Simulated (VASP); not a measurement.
# MoS2 (P6_3/mmc) in VASP: notebook

Runs on MoS2. Level: PBEsol. Tasks: single point.

Program: VASP 6.6.1. These are calculated values, not measurements. Logs are shortened: lines on timing, memory, paths and dates and some standing lists are left out, and cuts for length are marked.

## 1. The cell of the first run

Symmetry: P6_3/mmc, No. 194, hexagonal system. The conventional cell has a = 3.079 Å, b = 3.079 Å, c = 12.696 Å, α = 90.00°, β = 90.00°, γ = 120.00°. Mo (site symmetry -6m2) has 6 S at 2.37 Å and 6 Mo at 3.08 Å within 3.1 Å. S (site symmetry 3m) has 3 Mo at 2.37 Å and 6 S at 3.08 Å within 3.1 Å.

## 2. Single point, PBEsol

File INCAR:

```
PREC = Accurate
ENCUT = 520
EDIFF = 1E-7
ISMEAR = 1
SIGMA = 0.159
LREAL = False
LASPH = True
NELM = 100
ALGO = Normal
ISIF = 2
LWAVE = False
LCHARG = True
GGA = PS
LELF = True
LVHAR = True
NBANDS = 35
```

File KPOINTS:

```
Automatic mesh
0
Gamma
  12 12 2
```

File POSCAR:

```
MoS2
1.0
    3.0788000000      0.0000000000      0.0000000000
   -1.5394000000      2.6663190132      0.0000000000
    0.0000000000      0.0000000000     12.6960000000
Mo S
2 4
Direct
    0.3333333333      0.6666666667      0.2500000000
    0.6666666667      0.3333333333      0.7500000000
    0.3333333333      0.6666666667      0.6259932117
    0.6666666667      0.3333333333      0.1259932117
    0.3333333333      0.6666666667      0.8740067883
    0.6666666667      0.3333333333      0.3740067883
```

Potentials or basis: VASP PAW PBE potentials, release 64 (Mo_sv, S).

Command:

```console
$ cat potpaw_PBE.64/Mo_sv/POTCAR potpaw_PBE.64/S/POTCAR > POTCAR
$ mpirun -np 1 vasp_std > vasp.out
```

OUTCAR:

```text
PREC = Accurate
   ENCUT = 520
   EDIFF = 1E-7
   ISMEAR = 1
   LREAL = False
   LASPH = True
   NELM = 100
   ISIF = 2
   GGA = PS

 ion  position               nearest neighbor table
   1  0.333  0.667  0.250-   4 2.37   6 2.37   4 2.37   6 2.37   4 2.37   6 2.37
   2  0.667  0.333  0.750-   3 2.37   5 2.37   3 2.37   5 2.37   3 2.37   5 2.37
   3  0.333  0.667  0.626-   2 2.37   2 2.37   2 2.37
   4  0.667  0.333  0.126-   1 2.37   1 2.37   1 2.37
   5  0.333  0.667  0.874-   2 2.37   2 2.37   2 2.37
   6  0.667  0.333  0.374-   1 2.37   1 2.37   1 2.37

  LATTYP: Found a hexagonal cell.
 ALAT       =     3.0788000000
 C/A-ratio  =     4.1236845524

  Lattice vectors:

 A1 = (   3.0788000000,   0.0000000000,   0.0000000000)
 A2 = (  -1.5394000000,   2.6663190132,   0.0000000000)
 A3 = (   0.0000000000,   0.0000000000,  12.6960000000)

Analysis of symmetry for initial positions (statically):
=====================================================================
 Subroutine PRICEL returns:
 Original cell was already a primitive cell.

 Routine SETGRP: Setting up the symmetry group for a
 hexagonal supercell.

 Subroutine GETGRP returns: Found 24 space group operations
 (whereof 12 operations were pure point group operations)
 out of a pool of 24 trial point group operations.

The static configuration has the point symmetry D_3d.
 The point group associated with its full space group is D_6h.

Analysis of symmetry for dynamics (positions and initial velocities):
=====================================================================
 Subroutine PRICEL returns:
 Original cell was already a primitive cell.

 Routine SETGRP: Setting up the symmetry group for a
 hexagonal supercell.

 Subroutine GETGRP returns: Found 24 space group operations
 (whereof 12 operations were pure point group operations)
 out of a pool of 24 trial point group operations.

The dynamic configuration has the point symmetry D_3d.
 The point group associated with its full space group is D_6h.

 Subroutine INISYM returns: Found 24 space group operations
 (whereof 12 operations are pure point group operations),
 and found     1 'primitive' translations

----------------------------------------------------------------------------------------

                                     Primitive cell

  volume of cell :     104.2223

  direct lattice vectors                    reciprocal lattice vectors
     3.078800000  0.000000000  0.000000000     0.324801871  0.187524448  0.000000000
    -1.539400000  2.666319013  0.000000000     0.000000000  0.375048895  0.000000000
     0.000000000  0.000000000 12.696000000     0.000000000  0.000000000  0.078764965

  length of vectors
     3.078800000  3.078800000 12.696000000     0.375048895  0.375048895  0.078764965

  position of ions in fractional coordinates (direct lattice)
     0.333333333  0.666666667  0.250000000
     0.666666667  0.333333333  0.750000000
     0.333333333  0.666666667  0.625993212
     0.666666667  0.333333333  0.125993212
     0.333333333  0.666666667  0.874006788
     0.666666667  0.333333333  0.374006788

  ion indices of the primitive-cell ions
   primitive index   ion index
                 1           1
                 2           2
                 3           3
                 4           4
                 5           5
                 6           6

----------------------------------------------------------------------------------------

 KPOINTS: Automatic mesh

Automatic generation of k-mesh.
 Grid dimensions read from file:
 generate k-points for:   12   12    2

 Generating k-lattice:

  Cartesian coordinates                     Fractional coordinates (reciprocal lattice)
     0.027066823  0.015627037  0.000000000     0.083333333  0.000000000  0.000000000
     0.000000000  0.031254075  0.000000000     0.000000000  0.083333333  0.000000000
     0.000000000  0.000000000  0.039382483     0.000000000  0.000000000  0.500000000

  Length of vectors
     0.031254075  0.031254075  0.039382483

  Shift w.r.t. Gamma in fractional coordinates (k-lattice)
     0.000000000  0.000000000  0.000000000

 Subroutine IBZKPT returns following result:
 ===========================================

 Found     38 irreducible k-points:

 Following reciprocal coordinates:
            Coordinates               Weight
  0.000000  0.000000  0.000000      1.000000
  0.083333  0.000000  0.000000      6.000000
  0.166667  0.000000  0.000000      6.000000
  0.250000  0.000000  0.000000      6.000000
  0.333333  0.000000  0.000000      6.000000
  0.416667  0.000000  0.000000      6.000000
[... 16 lines left out ...]
  0.250000  0.000000  0.500000      6.000000
  0.333333  0.000000  0.500000      6.000000
 [... further k-points ...]
   k-points           NKPTS =     38   k-points in BZ     NKDIM =     38   number of bands    NBANDS=     35
   number of dos      NEDOS =    301   number of ions     NIONS =      6
   total plane-waves  NPLWV =  55296
   dimension x,y,z NGX =    24 NGY =   24 NGZ =   96
   dimension x,y,z NGXF=    48 NGYF=   48 NGZF=  192
   ions per type =               2   4
   NGX,Y,Z   is equivalent  to a cutoff of  12.96, 12.96, 12.57 a.u.
   NGXF,Y,Z  is equivalent  to a cutoff of  25.92, 25.92, 25.14 a.u.
 SYSTEM =  unknown system
   PREC   = accura    normal or accurate (medium, high low for compatibility)
   ISTART =      0    job   : 0-new  1-cont  2-samecut
   ICHARG =      2    charge: 1-file 2-atom 10-const
   ISPIN  =      1    spin polarized calculation?
   LNONCOLLINEAR =      F non collinear calculations
   LSORBIT =      F    spin-orbit coupling
   LASPH  =      T    aspherical Exc in radial PAW
   ENCUT  =  520.0 eV  38.22 Ry    6.18 a.u.   5.72  5.72 23.61*2*pi/ulx,y,z
   NELM   =    100;   NELMIN=  2; NELMDL= -5     # of ELM steps
   EDIFF  = 0.1E-06   stopping-criterion for ELM
   LREAL  =      F    real-space projection
   EDIFFG = 0.1E-05   stopping-criterion for IOM
   NSW    =      0    number of steps for IOM
   IBRION =     -1    ionic relax: 0-MD 1-quasi-New 2-CG
   NFREE  =      0    steps in history (QN), initial steepest desc. (CG)
   ISIF   =      2    stress and relaxation
   ISYM   =      2    0-nonsym 1-usesym 2-fastsym
   POTIM  = 0.5000    time-step for ionic-motion
   TEBEG  =    0.0;   TEEND  =   0.0 temperature during run
   PSTRESS=    0.0 pullay stress
   NELECT =      52.0000    total number of electrons
   NUPDOWN=      -1.0000    fix difference up-down
   EMIN   =  10.00;   EMAX   =-10.00  energy-range for DOS
   EFERMI =   0.00;   METHOD = LEGACY
   ISMEAR =     1;   SIGMA  =   0.16  broadening in eV -4-tet -1-fermi 0-gaus
   EFERMI_NEDOS =   21; number of points for ismear=-14 and -15
   IALGO  =     38    algorithm
   IMIX   =      4    mixing-type and parameters
     AMIX     =   0.40;   BMIX     =  1.00
     AMIX_MAG =   1.60;   BMIX_MAG =  1.00
  volume/ion in A,a.u.               =      17.37       117.22
  Fermi-wavevector in a.u.,A,eV,Ry     =   1.298442  2.453699 22.938753  1.685951
  Thomas-Fermi vector in A             =   2.429770
   LORBIT       =      0    0 simple, 1 ext, 2 COOP (PROOUT), +10 PAW based schemes
   GGA     = PS    functional components
   LHFCALC =     F    Hartree Fock is set to
   AEXX    =    0.0000 exact exchange contribution
   IVDW    =     0    specifies the selected vdW correction
   LEPSILON=     F    determine dielectric tensor
   LRPA    =     F    only Hartree local field effects (RPA)
 non-spin polarized calculation
 Methfessel and Paxton  Order N= 1 SIGMA  =   0.16
  energy-cutoff  :      520.00
  volume of cell :      104.22
 maximum number of plane-waves:      2820
 NGX is ok and might be reduce to    24
   NGX = 11   NGY = 11   NGZ = 47

 number of electron      52.0000005 magnetization

 Free energy of the ion-electron system (eV)
  ---------------------------------------------------
  ext. energy  EPLUGINS =         0.00000000
  ---------------------------------------------------
  free energy    TOTEN  =       -46.82538503 eV

  energy without entropy =      -46.82574797  energy(sigma->0) =      -46.82550601

 E-fermi :   7.5024     XC(G=0): -11.0706

 val. band max:        7.4485040488   @ k =   0.0000   0.0000   0.0000
 cond. band min:       8.5515468800   @ k =   0.1667   0.1667   0.0000
 fundamental gap:      1.1030428313
 Fermi energy:         7.5024284327

 k-point     1 :       0.0000    0.0000    0.0000
  band No.  band energies     occupation
      1     -53.5794      2.00000
      2     -53.5794      2.00000
      3     -27.8399      2.00000
      4     -27.8399      2.00000
      5     -27.4887      2.00000
      6     -27.4887      2.00000
[... 27 lines left out ...]
     34      10.4074     -0.00000
     35      13.7119      0.00000

 k-point     2 :       0.0833    0.0000    0.0000
  band No.  band energies     occupation
      1     -53.5755      2.00000
      2     -53.5755      2.00000
      3     -27.8327      2.00000
      4     -27.8326      2.00000
      5     -27.5251      2.00000
      6     -27.5251      2.00000
[... 27 lines left out ...]
     34      10.3381     -0.00000
     35      14.2540      0.00000

 k-point     3 :       0.1667    0.0000    0.0000
  band No.  band energies     occupation
      1     -53.5648      2.00000
      2     -53.5648      2.00000
      3     -27.8128      2.00000
      4     -27.8127      2.00000
      5     -27.6238      2.00000
      6     -27.6238      2.00000
[... 27 lines left out ...]
     34      10.8033      0.00000
     35      15.1406      0.00000
[... 723 lines left out ...]
 k-point    23 :       0.2500    0.0000    0.5000
  band No.  band energies     occupation
      1     -53.5501      2.00000
      2     -53.5501      2.00000
      3     -27.7854      2.00000
      4     -27.7854      2.00000
      5     -27.7563      2.00000
      6     -27.7563      2.00000
[... 27 lines left out ...]
     34      11.1805      0.00000
     35      15.1535      0.00000

 k-point    24 :       0.3333    0.0000    0.5000
  band No.  band energies     occupation
      1     -53.5353      2.00000
      2     -53.5353      2.00000
      3     -27.8862      2.00000
      4     -27.8862      2.00000
      5     -27.7580      2.00000
      6     -27.7580      2.00000
[... 27 lines left out ...]
     34      11.4648      0.00000
     35      14.4950      0.00000

 [... further k-points ...]

------------------------ aborting loop because EDIFF is reached ----------------------------------------

  FORCE on cell =-STRESS in cart. coord.  units (eV):
  Direction    XX          YY          ZZ          XY          YZ          ZX
  --------------------------------------------------------------------------------------
  -------------------------------------------------------------------------------------
  Total        4.1581319      4.1581319      0.8418638     -0.0000000      0.0000000     -0.0000000
  in kB       63.9217046     63.9217046     12.9417180     -0.0000000      0.0000000     -0.0000000
  external PRESSURE =      46.9283757 kB  Pullay stress =       0.0000000 kB

 VOLUME and BASIS-vectors are now :
 -----------------------------------------------------------------------------
  energy-cutoff  :      520.00
  volume of cell :      104.22
      direct lattice vectors                 reciprocal lattice vectors
     3.078800000  0.000000000  0.000000000     0.324801871  0.187524448  0.000000000
    -1.539400000  2.666319013  0.000000000     0.000000000  0.375048895  0.000000000
     0.000000000  0.000000000 12.696000000     0.000000000  0.000000000  0.078764965

 POSITION                                       TOTAL-FORCE (eV/Angst)
 -----------------------------------------------------------------------------------
     -0.00000      1.77755      3.17400         0.000000     -0.000000     -0.000000
      1.53940      0.88877      9.52200         0.000000      0.000000     -0.000000
     -0.00000      1.77755      7.94761         0.000000     -0.000000     -0.141649
      1.53940      0.88877      1.59961         0.000000      0.000000     -0.141649
     -0.00000      1.77755     11.09639         0.000000      0.000000      0.141649
      1.53940      0.88877      4.74839        -0.000000      0.000000      0.141649
 -----------------------------------------------------------------------------------
    total drift:                               -0.000000      0.000000     -0.000000

  FREE ENERGIE OF THE ION-ELECTRON SYSTEM (eV)
  ---------------------------------------------------
  free  energy   TOTEN  =       -46.8253850342 eV

  energy  without entropy=      -46.8257479700  energy(sigma->0) =      -46.82550601
```

Wall time 89 s (1 thread of Intel Xeon Platinum 8488C (Sapphire Rapids), shared host); peak memory 0.28 GiB.

What came out:

- Free energy: -46.8254 eV
- Pressure: 4.7 GPa
- Largest force: 0.142 eV/Å
- Band gap on the k mesh: 1.10 eV, indirect (least direct gap 1.98 eV)

Forces on the atoms (eV/Å):
```
Mo   0.000  0.000  0.000
Mo   0.000  0.000  0.000
S    0.000  0.000 -0.142
S    0.000  0.000 -0.142
S    0.000  0.000  0.142
S    0.000  0.000  0.142
```

Stress tensor (GPa, compression positive):
```
6.39 0.00 0.00
0.00 6.39 0.00
0.00 0.00 1.29
```

Levels at points of the mesh, in eV from the valence-band top:
```
           k point  band 22  band 23  band 24  band 25  band 26  band 27  band 28  band 29  band 30  band 31
(0.00, 0.00, 0.00)    -1.70    -1.70    -1.36    -1.20     0.00     2.66     2.66     2.68     2.68     2.84
(0.50, 0.00, 0.00)    -2.44    -1.19    -1.14    -1.10    -1.05     2.25     2.28     2.53     2.85     3.27
(0.00, 0.00, 0.50)    -1.71    -1.71    -1.71    -0.32    -0.32     2.66     2.66     2.66     2.66     2.90
(0.50, 0.00, 0.50)    -2.54    -1.12    -1.12    -1.12    -1.12     2.27     2.27     2.70     2.70     3.60
```

Caveat: the PAW data sets were made with another functional, which shifts forces and pressure a little; this functional lacks dispersion, which binds the layers, so the pressure and a relaxed spacing across them are unreliable. A k mesh can miss the band edges.

[end of part 1 of 3]
